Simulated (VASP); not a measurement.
Write the native input for VASP 6.6.1 that does the following.

| Property | Result |
| --- | --- |
| Task | single point |
| Functional | PBE |
| Dispersion | D3(BJ) |
| Potentials or basis | VASP PAW PBE potentials, release 64 (Ag) |
| Cutoff | 400 eV |
| k mesh | 4 × 4 × 1 |
| Occupations | gaussian, width 0.1 eV |
| Spin | no spin polarisation |
| Dipole correction | yes |
| Further INCAR settings | ALGO = Normal; EDIFF = 1e-06; NBANDS = 78; NELMDL = -8 |

The structure of Ag lies in POSCAR:

```
Ag
1.0
    5.7606628201      0.0000000000      0.0000000000
   -2.8803314101      4.9888803449      0.0000000000
    0.0000000000      0.0000000000     24.5164614965
Ag
12
Direct
    0.3333333333      0.1666666667      0.3263113644
    0.3333333333      0.6666666667      0.3263113644
    0.8333333333      0.1666666667      0.3263113644
    0.8333333333      0.6666666667      0.3263113644
    0.6666577742      0.3334467343      0.4226847108
    0.6666292856      0.8333621582      0.4228096044
    0.1667604080      0.3334634374      0.4227405970
    0.1666844583      0.8334345856      0.4226633992
    0.0001343867      0.5003070840      0.5187513716
    0.0001742073      0.0002415697      0.5192188808
    0.4999625960      0.4999598320      0.5193260240
    0.4998305102      0.0002493009      0.5189177767
```

The input as run:

INCAR

```
SYSTEM = Ag
  PREC = Accurate
  ENCUT = 400
  EDIFF = 1E-6
  ISMEAR = 0
  SIGMA = 0.1
  LREAL = .False.
  LASPH = .True.
  NELM = 120
  ALGO = Normal
  ISIF = 2
  LWAVE = .False.
  LCHARG = .False.
  LDIPOL = .True.
  IDIPOL = 3
  DIPOL = 0.5 0.5 0.423
  GGA = PE
  IVDW = 12
  NBANDS = 78
  GGA_COMPAT = .False.
  NELMDL = -8
```

KPOINTS

```
Automatic mesh
0
Gamma
  4 4 1
  0 0 0
```

Potentials or basis: VASP PAW PBE potentials, release 64 (Ag).

Command:

```console
$ cat potpaw_PBE.64/Ag/POTCAR > POTCAR
$ mpirun -np 1 vasp_std > vasp.out
```

Results of the run:

The largest force is 0.032 eV/Å and the band gap on the k mesh is zero (bands 66 and 67 overlap by 0.43 eV). The dispersion energy per atom is -0.406 eV.

It took 21 min on 1 thread of Oxide Virtual Turin-like Processor, on a shared host, peak memory 0.65 GiB.
